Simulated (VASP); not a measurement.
A run of VASP 6.6.1 is set up as follows.

INCAR

```
ALGO     = Normal         # electronic algorithm
EDIFF    = 1E-6           # SCF threshold, eV
ENCUT    = 520            # plane-wave cutoff, eV
GGA      = PE             # functional
ISIF     = 2              # what is computed and relaxed
ISMEAR   = 0              # smearing method
LASPH    = T              # aspherical terms in the spheres
LCHARG   = F              # write CHGCAR
LREAL    = F              # projectors in reciprocal space
LWAVE    = F              # write WAVECAR
NBANDS   = 24             # bands
NELM     = 100            # most SCF steps
PREC     = Accurate       # precision mode
SIGMA    = 0.1            # smearing width, eV
```

KPOINTS

```
k-points
0
Gamma
  6 6 4
```

File POSCAR:

```
P
1.0
    5.1128723744      0.0000000000      0.0000000000
   -2.5564361872      4.4278773625      0.0000000000
    0.0000000000      0.0000000000      5.3387981444
P
6
Direct
    0.2893327358      0.0000000000      0.5000000000
    0.0000000000      0.2893327358      0.8333333333
    0.7106672642      0.7106672642      0.1666666667
    0.7106672642      0.0000000000      0.5000000000
    0.0000000000      0.7106672642      0.8333333333
    0.2893327358      0.2893327358      0.1666666667
```

Potentials or basis: VASP PAW PBE potentials, release 64 (P).

Command:

```console
$ cat potpaw_PBE.64/P/POTCAR > POTCAR
$ mpirun -np 1 vasp_std > vasp.out
```

Q: Estimate the largest force.

A: 0.015 eV/Å.

Q: What does it give for the pressure?

A: -0.1 GPa.

Q: Predict the band gap on the k mesh.

A: Zero (band 15 reaches 5.67 eV, above the bottom of band 16 at 4.52 eV).

Forces on the atoms (eV/Å):
```
P    0.015  0.000  0.000
P   -0.008  0.013  0.000
P   -0.008 -0.013  0.000
P   -0.015  0.000  0.000
P    0.008 -0.013  0.000
P    0.008  0.013  0.000
```
